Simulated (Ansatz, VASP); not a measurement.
## One calculation of Sr, two programs

```xyz
1
Lattice="-2.4048 2.4048 2.4048 2.4048 -2.4048 2.4048 2.4048 2.4048 -2.4048" Properties=species:S:1:pos:R:3 pbc="T T T"
Sr    0.0000    0.0000    0.0000
```

Alike in both runs: functional r2SCAN; k mesh 12 × 12 × 12; occupations gaussian, width 0.1 eV; no spin polarisation.

Ansatz relaxed the structure, and its values are those at the end. VASP's run is a single point on that final structure, the one shown.

```csv
,VASP,Ansatz
version,VASP 6.6.1,Ansatz 0.2.0
potentials or method,"VASP PAW PBE potentials, release 64 (Sr_sv), cutoff 520 eV","scalar-relativistic, plane waves, PAW"
valence electrons in the cell,10,10
```

|  | VASP | Ansatz | Ansatz less VASP |
| --- | --- | --- | --- |
| gap on the k mesh at the Fermi level (eV) | none | none | - |
| pressure (GPa) | 0.0 | 0.0 | -0.01 |

VASP's potentials were made for PBE, not for r2SCAN. A gap of «none» marks a metal or a gap that the smearing closes. With one functional, cell and mesh, what is left measures potentials, basis and numerics.
